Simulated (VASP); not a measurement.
Here is a VASP 6.6.1 calculation.

POSCAR

```
SiGe5
1.0
    3.9030133905      0.0000000000      0.0000000000
   -1.9515066952      3.3801087474      0.0000000000
    0.0000000000      0.0000000000      9.5312211459
Si Ge
1 5
Direct
    0.0000000000      0.0000000000     -0.0000873144
    0.6666666667      0.3333333333      0.6680960126
    0.3333333333      0.6666666667      0.3315525354
    0.6666666667      0.3333333333      0.9207788447
    0.3333333333      0.6666666667      0.5833341071
    0.0000000000      0.0000000000      0.2463258147
```

The input INCAR.step1:

```
SYSTEM = SiGe5
PREC = Accurate
ENCUT = 520
ISMEAR = 0
SIGMA = 0.01
LREAL = .FALSE.
LASPH = .TRUE.
NELM = 80
NBANDS = 46
GGA = PE
ALGO = Normal
EDIFF = 1E-4
LWAVE = .TRUE.
LCHARG = .FALSE.
```

Contents of INCAR.step2:

```
SYSTEM = SiGe5
PREC = Accurate
ENCUT = 520
EDIFF = 1E-6
ISMEAR = 0
SIGMA = 0.01
LREAL = .FALSE.
LASPH = .TRUE.
NELM = 80
ALGO = Normal
ISIF = 2
LWAVE = .FALSE.
LCHARG = .TRUE.
METAGGA = R2SCAN
LMIXTAU = .TRUE.
LELF = .TRUE.
LVHAR = .TRUE.
NBANDS = 46
ISTART = 1
```

KPOINTS

```
Automatic mesh
0
G
  6 6 2
  0 0 0
```

Potentials or basis: VASP PAW PBE potentials, release 64 (Si, Ge_d).

Launch:

```sh
$ cat potpaw_PBE.64/Si/POTCAR potpaw_PBE.64/Ge_d/POTCAR > POTCAR
$ cp INCAR.step1 INCAR
$ mpirun -np 1 vasp_std > vasp.out
$ cp INCAR.step2 INCAR
$ mpirun -np 1 vasp_std > vasp.out
```

(1) Estimate the pressure.

(2) What does it give for the band gap on the k mesh?

Results:

(1) 5.5 GPa.

(2) 0.79 eV (least direct gap 0.98 eV).

Caveat: the cell stands under pressure; the PAW data sets were made with another functional, which shifts forces and pressure a little.
